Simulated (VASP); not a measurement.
Crystal: BaIr3.

```
Ba Ir
1.0
     4.24906    0.00000    0.00000
     0.00000    4.24906    0.00000
     0.00000    0.00000    4.24906
Ba Ir
1 3
Direct
  0.00000 0.00000 0.00000
  0.00000 0.50000 0.50000
  0.50000 0.50000 0.00000
  0.50000 0.00000 0.50000
```

This cell differs from its parent crystal: volume scaled by 1.020.

Base run:

| Property | Result |
| --- | --- |
| Program | VASP 6.6.1 |
| Functional | PBE |
| Potentials or basis | VASP PAW PBE potentials, release 64 (Ba_sv, Ir) |
| Cutoff | 520 eV |
| k mesh | 8 × 8 × 8 |
| Occupations | gaussian, width 0.05 eV |
| Spin | no spin polarisation |

Its results: pressure 0.9 GPa.

Q: The run is repeated on the same cell with these changes: potentials or basis from VASP PAW PBE potentials, release 64 (Ba_sv, Ir) to VASP PAW PBE potentials, release 64 (Ba_sv, Ir_sv_GW); cutoff from 520 eV to 500 eV; further incar settings from ALGO = Fast; EDIFF = 1e-06; NBANDS = 26 to ALGO = Normal; EDIFF = 1e-06; NBANDS = 38; valence electrons from 37 to 61. What comes out?

A: Pressure -1.0 GPa.
